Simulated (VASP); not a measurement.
# HfC (Fm-3m) in VASP: further runs

HfC is run at these levels: PBE; tasks: single point.

Everything below comes from runs of VASP 6.6.1. Logs are shortened: lines on timing, memory, paths and dates and some standing lists are left out, and cuts for length are marked.

### 1 The cell of the first run

Symmetry: Fm-3m, No. 225, cubic system. The conventional cell has a = 4.665 Å, b = 4.665 Å, c = 4.665 Å, α = 90.00°, β = 90.00°, γ = 90.00°. Within 3.1 Å of Hf (site symmetry m-3m) lie 6 C at 2.33 Å. C (site symmetry m-3m) has 6 Hf at 2.33 Å within 3.1 Å.

### 2 Single point, PBE

INCAR reads:

```
  ALGO = Normal
  EDIFF = 1E-7
  ENCUT = 520
  GGA = PE
  ISIF = 2
  ISMEAR = 0
  LASPH = T
  LCHARG = F
  LREAL = F
  LWAVE = F
  NBANDS = 14
  NELM = 60
  PREC = Accurate
  SIGMA = 0.05
```

KPOINTS reads:

```
k-points
0
Gamma
  8 8 8
```

POSCAR reads:

```
HfC
1.0
    0.0000000000      2.3327250949      2.3327250949
    2.3327250949      0.0000000000      2.3327250949
    2.3327250949      2.3327250949      0.0000000000
Hf C
1 1
Direct
    0.5000000000      0.5000000000      0.5000000000
    0.0000000000      0.0000000000      0.0000000000
```

Potentials or basis: VASP PAW PBE potentials, release 64 (Hf_pv, C).

Run with:

```sh
cat potpaw_PBE.64/Hf_pv/POTCAR potpaw_PBE.64/C/POTCAR > POTCAR
mpirun -np 1 vasp_std > vasp.out
```

OUTCAR:

```text
EDIFF = 1E-7
   ENCUT = 520
   GGA = PE
   ISIF = 2
   ISMEAR = 0
   LASPH = T
   LREAL = F
   NELM = 60
   PREC = Accurate

 ion  position               nearest neighbor table
   1  0.500  0.500  0.500-   2 2.33   2 2.33   2 2.33   2 2.33   2 2.33   2 2.33
   2  0.000  0.000  0.000-   1 2.33   1 2.33   1 2.33   1 2.33   1 2.33   1 2.33

  LATTYP: Found a face centered cubic cell.
 ALAT       =     4.6654501898

  Lattice vectors:

 A1 = (   0.0000000000,   2.3327250949,   2.3327250949)
 A2 = (   2.3327250949,   0.0000000000,   2.3327250949)
 A3 = (   2.3327250949,   2.3327250949,   0.0000000000)

Analysis of symmetry for initial positions (statically):
=====================================================================
 Subroutine PRICEL returns:
 Original cell was already a primitive cell.

 Routine SETGRP: Setting up the symmetry group for a
 face centered cubic supercell.

 Subroutine GETGRP returns: Found 48 space group operations
 (whereof 48 operations were pure point group operations)
 out of a pool of 48 trial point group operations.

The static configuration has the point symmetry O_h .

Analysis of symmetry for dynamics (positions and initial velocities):
=====================================================================
 Subroutine PRICEL returns:
 Original cell was already a primitive cell.

 Routine SETGRP: Setting up the symmetry group for a
 face centered cubic supercell.

 Subroutine GETGRP returns: Found 48 space group operations
 (whereof 48 operations were pure point group operations)
 out of a pool of 48 trial point group operations.

The dynamic configuration has the point symmetry O_h .

 Subroutine INISYM returns: Found 48 space group operations
 (whereof 48 operations are pure point group operations),
 and found     1 'primitive' translations

----------------------------------------------------------------------------------------

                                     Primitive cell

  volume of cell :      25.3875

  direct lattice vectors                    reciprocal lattice vectors
     0.000000000  2.332725095  2.332725095    -0.214341587  0.214341587  0.214341587
     2.332725095  0.000000000  2.332725095     0.214341587 -0.214341587  0.214341587
     2.332725095  2.332725095  0.000000000     0.214341587  0.214341587 -0.214341587

  length of vectors
     3.298971466  3.298971466  3.298971466     0.371250520  0.371250520  0.371250520

  position of ions in fractional coordinates (direct lattice)
     0.500000000  0.500000000  0.500000000
     0.000000000  0.000000000  0.000000000

  ion indices of the primitive-cell ions
   primitive index   ion index
                 1           1
                 2           2

----------------------------------------------------------------------------------------

 KPOINTS: k-points

Automatic generation of k-mesh.
 Grid dimensions read from file:
 generate k-points for:    8    8    8

 Generating k-lattice:

  Cartesian coordinates                     Fractional coordinates (reciprocal lattice)
    -0.026792698  0.026792698  0.026792698     0.125000000  0.000000000  0.000000000
     0.026792698 -0.026792698  0.026792698     0.000000000  0.125000000  0.000000000
     0.026792698  0.026792698 -0.026792698     0.000000000  0.000000000  0.125000000

  Length of vectors
     0.046406315  0.046406315  0.046406315

  Shift w.r.t. Gamma in fractional coordinates (k-lattice)
     0.000000000  0.000000000  0.000000000

 Subroutine IBZKPT returns following result:
 ===========================================

 Found     29 irreducible k-points:

 Following reciprocal coordinates:
            Coordinates               Weight
  0.000000  0.000000  0.000000      1.000000
  0.125000  0.000000  0.000000      8.000000
  0.250000  0.000000  0.000000      8.000000
  0.375000  0.000000  0.000000      8.000000
  0.500000  0.000000  0.000000      4.000000
  0.125000  0.125000  0.000000      6.000000
[... 16 lines left out ...]
  0.500000  0.250000  0.125000     48.000000
 -0.375000  0.250000  0.125000     24.000000
 [... further k-points ...]
   k-points           NKPTS =     29   k-points in BZ     NKDIM =     29   number of bands    NBANDS=     14
   number of dos      NEDOS =    301   number of ions     NIONS =      2
   total plane-waves  NPLWV =  21952
   dimension x,y,z NGX =    28 NGY =   28 NGZ =   28
   dimension x,y,z NGXF=    56 NGYF=   56 NGZF=   56
   ions per type =               1   1
   NGX,Y,Z   is equivalent  to a cutoff of  14.11, 14.11, 14.11 a.u.
   NGXF,Y,Z  is equivalent  to a cutoff of  28.22, 28.22, 28.22 a.u.
 SYSTEM =  unknown system
   PREC   = accura    normal or accurate (medium, high low for compatibility)
   ISTART =      0    job   : 0-new  1-cont  2-samecut
   ICHARG =      2    charge: 1-file 2-atom 10-const
   ISPIN  =      1    spin polarized calculation?
   LNONCOLLINEAR =      F non collinear calculations
   LSORBIT =      F    spin-orbit coupling
   LASPH  =      T    aspherical Exc in radial PAW
   ENCUT  =  520.0 eV  38.22 Ry    6.18 a.u.   6.13  6.13  6.13*2*pi/ulx,y,z
   NELM   =     60;   NELMIN=  2; NELMDL= -5     # of ELM steps
   EDIFF  = 0.1E-06   stopping-criterion for ELM
   LREAL  =      F    real-space projection
   EDIFFG = 0.1E-05   stopping-criterion for IOM
   NSW    =      0    number of steps for IOM
   IBRION =     -1    ionic relax: 0-MD 1-quasi-New 2-CG
   NFREE  =      0    steps in history (QN), initial steepest desc. (CG)
   ISIF   =      2    stress and relaxation
   ISYM   =      2    0-nonsym 1-usesym 2-fastsym
   POTIM  = 0.5000    time-step for ionic-motion
   TEBEG  =    0.0;   TEEND  =   0.0 temperature during run
   PSTRESS=    0.0 pullay stress
   NELECT =      14.0000    total number of electrons
   NUPDOWN=      -1.0000    fix difference up-down
   EMIN   =  10.00;   EMAX   =-10.00  energy-range for DOS
   EFERMI =   0.00;   METHOD = LEGACY
   ISMEAR =     0;   SIGMA  =   0.05  broadening in eV -4-tet -1-fermi 0-gaus
   EFERMI_NEDOS =   21; number of points for ismear=-14 and -15
   IALGO  =     38    algorithm
   IMIX   =      4    mixing-type and parameters
     AMIX     =   0.40;   BMIX     =  1.00
     AMIX_MAG =   1.60;   BMIX_MAG =  1.00
  volume/ion in A,a.u.               =      12.69        85.66
  Fermi-wavevector in a.u.,A,eV,Ry     =   1.342489  2.536936 24.521450  1.802276
  Thomas-Fermi vector in A             =   2.470638
   LORBIT       =      0    0 simple, 1 ext, 2 COOP (PROOUT), +10 PAW based schemes
   GGA     = PE    functional components
   LHFCALC =     F    Hartree Fock is set to
   AEXX    =    0.0000 exact exchange contribution
   IVDW    =     0    specifies the selected vdW correction
   LEPSILON=     F    determine dielectric tensor
   LRPA    =     F    only Hartree local field effects (RPA)
 non-spin polarized calculation
 Gauss-broadening in eV      SIGMA  =   0.05
  energy-cutoff  :      520.00
  volume of cell :       25.39
 maximum number of plane-waves:       701
 NGX is ok and might be reduce to    28
   NGX = 13   NGY = 13   NGZ = 13

 number of electron      14.0000001 magnetization

 Free energy of the ion-electron system (eV)
  ---------------------------------------------------
  ext. energy  EPLUGINS =         0.00000000
  ---------------------------------------------------
  free energy    TOTEN  =       -21.03930634 eV

  energy without entropy =      -21.03890189  energy(sigma->0) =      -21.03910411

 E-fermi :   5.8108     XC(G=0): -12.2359

 val. band max:        5.7724579254   @ k =   0.5000   0.5000   0.0000
 cond. band min:       5.8631733708   @ k =   0.1250   0.1250   0.0000
 fundamental gap:      0.0907154454
 Fermi energy:         5.8108406548

 k-point     1 :       0.0000    0.0000    0.0000
  band No.  band energies     occupation
      1     -23.7450      2.00000
      2     -23.7450      2.00000
      3     -23.7450      2.00000
      4      -6.3803      2.00000
      5       6.8743      0.00000
      6       6.8743      0.00000
      7       6.8743      0.00000
      8       7.2645      0.00000
      9       7.2645      0.00000
     10       7.2645      0.00000
     11       9.2359      0.00000
     12       9.2359      0.00000
     13      12.5892      0.00000
     14      16.8482      0.00000

 k-point     2 :       0.1250    0.0000    0.0000
  band No.  band energies     occupation
      1     -23.8458      2.00000
      2     -23.7548      2.00000
      3     -23.7548      2.00000
      4      -6.0000      2.00000
      5       5.0792      2.00000
      6       5.5766      2.00000
      7       5.5766      2.00000
      8       7.8152      0.00000
      9       7.8152      0.00000
     10       8.1674      0.00000
     11      10.7795      0.00000
     12      10.7795      0.00000
     13      13.4102      0.00000
     14      17.8868      0.00000

 k-point     3 :       0.2500    0.0000    0.0000
  band No.  band energies     occupation
      1     -24.0806      2.00000
      2     -23.7784      2.00000
      3     -23.7784      2.00000
      4      -4.9749      2.00000
      5       2.8625      2.00000
      6       4.1541      2.00000
      7       4.1541      2.00000
      8       8.8423      0.00000
      9       8.8985      0.00000
     10       8.8985      0.00000
     11      13.3381      0.00000
     12      13.3381      0.00000
     13      14.7760      0.00000
     14      19.5550      0.00000
[... 324 lines left out ...]
 k-point    23 :       0.5000    0.2500    0.1250
  band No.  band energies     occupation
      1     -24.2460      2.00000
      2     -23.9631      2.00000
      3     -23.8479      2.00000
      4      -3.6443      2.00000
      5       1.2786      2.00000
      6       3.3038      2.00000
      7       3.6507      2.00000
      8       8.4783      0.00000
      9      11.2347      0.00000
     10      11.5168      0.00000
     11      13.1121      0.00000
     12      15.1185      0.00000
     13      17.4281      0.00000
     14      18.7571      0.00000

 k-point    24 :      -0.3750    0.2500    0.1250
  band No.  band energies     occupation
      1     -24.2973      2.00000
      2     -23.9803      2.00000
      3     -23.8677      2.00000
      4      -3.2675      2.00000
      5       0.9323      2.00000
      6       3.1364      2.00000
      7       3.4238      2.00000
      8       9.7373      0.00000
      9      10.0473      0.00000
     10      11.8424      0.00000
     11      14.6533      0.00000
     12      15.2951      0.00000
     13      16.7701      0.00000
     14      19.0006      0.00000

 [... further k-points ...]

------------------------ aborting loop because EDIFF is reached ----------------------------------------

  FORCE on cell =-STRESS in cart. coord.  units (eV):
  Direction    XX          YY          ZZ          XY          YZ          ZX
  --------------------------------------------------------------------------------------
  -------------------------------------------------------------------------------------
  Total       -0.4290150     -0.4290150     -0.4290150      0.0000000     -0.0000000      0.0000000
  in kB      -27.0746233    -27.0746233    -27.0746233      0.0000000     -0.0000000      0.0000000
  external PRESSURE =     -27.0746233 kB  Pullay stress =       0.0000000 kB

 VOLUME and BASIS-vectors are now :
 -----------------------------------------------------------------------------
  energy-cutoff  :      520.00
  volume of cell :       25.39
      direct lattice vectors                 reciprocal lattice vectors
     0.000000000  2.332725095  2.332725095    -0.214341587  0.214341587  0.214341587
     2.332725095  0.000000000  2.332725095     0.214341587 -0.214341587  0.214341587
     2.332725095  2.332725095  0.000000000     0.214341587  0.214341587 -0.214341587

 POSITION                                       TOTAL-FORCE (eV/Angst)
 -----------------------------------------------------------------------------------
      2.33273      2.33273      2.33273        -0.000000     -0.000000      0.000000
      0.00000      0.00000      0.00000         0.000000      0.000000     -0.000000
 -----------------------------------------------------------------------------------
    total drift:                                0.000000      0.000000      0.000000

  FREE ENERGIE OF THE ION-ELECTRON SYSTEM (eV)
  ---------------------------------------------------
  free  energy   TOTEN  =       -21.0393063410 eV

  energy  without entropy=      -21.0389018868  energy(sigma->0) =      -21.03910411
```

Run time: 9 s. Hardware: 1 thread of Intel Xeon Platinum 8559C (Emerald Rapids), shared host; peak memory 0.16 GiB.

Results:

| Quantity | Value |
| --- | --- |
| Free energy | -21.0393 eV |
| Pressure | -2.7 GPa |
| Band gap on the k mesh | zero (band 7 reaches 6.87 eV, above the bottom of band 8 at 5.46 eV) |

Levels at points of the mesh, in eV from the Fermi level:
```tsv
k point	band 4	band 5	band 6	band 7	band 8	band 9	band 10	band 11
(0.00, 0.00, 0.00)	-12.19	1.06	1.06	1.06	1.45	1.45	1.45	3.43
(0.50, 0.00, 0.00)	-8.51	-6.03	-2.88	-2.88	5.32	5.32	5.78	6.57
(0.50, 0.50, 0.00)	-10.30	-2.53	-1.67	-0.04	-0.04	5.32	6.72	6.72
```

Caveat: spin-orbit coupling is left out, which moves the levels of the heavy elements.

(Part 1 of 2 ends here.)
